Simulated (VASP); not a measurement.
Set up this calculation in VASP 6.6.1, as the native input.

- Task: single point
- Functional: PBEsol
- Potentials or basis: VASP PAW PBE potentials, release 64 (Cu)
- Cutoff: 520 eV
- k mesh: 22 × 22 × 22
- Occupations: gaussian, width 0.15 eV
- Spin: no spin polarisation
- Dipole correction: no
- Further INCAR settings: ALGO = Fast; EDIFF = 1e-06; NBANDS = 18

The structure of Cu lies in POSCAR:

```
Cu
1.0
    1.1803614850     -3.8520339110      0.0000000000
    1.1803614850      3.8520339110      0.0000000000
    0.0000000000      0.0000000000      2.6378935669
Cu
2
Direct
    0.1338666500      0.8661333500      0.2500000000
    0.8661333500      0.1338666500      0.7500000000
```

This cell differs from its parent crystal: ratio of the length along z to the lengths across it x 1.1, volume and fractional coordinates fixed.

The input as run:

INCAR

```
SYSTEM = Cu
  PREC = Accurate
  ENCUT = 520
  EDIFF = 1E-6
  ISMEAR = 0
  SIGMA = 0.15
  LREAL = .FALSE.
  LASPH = .TRUE.
  NELM = 80
  ALGO = Fast
  ISIF = 2
  LWAVE = .FALSE.
  LCHARG = .FALSE.
  GGA = PS
  NBANDS = 18
```

KPOINTS

```
Automatic mesh
0
G
  22 22 22
  0 0 0
```

Potentials or basis: VASP PAW PBE potentials, release 64 (Cu).

Run with:

```console
$ cat potpaw_PBE.64/Cu/POTCAR > POTCAR
$ mpirun -np 1 vasp_std > vasp.out
```

Results of the run:

```json
{"Pressure": "0.6 GPa", "Largest force": "0.024 eV/Å", "Band gap on the k mesh": "zero (bands 11 and 12 overlap by 5.48 eV)"}
```

Caveat: the PAW data sets were made with another functional, which shifts forces and pressure a little.

Wall time 7.4 min on 1 thread of Intel(R) Xeon(R) 6975P-C (Granite Rapids), with other jobs on the host, peak memory 0.63 GiB.
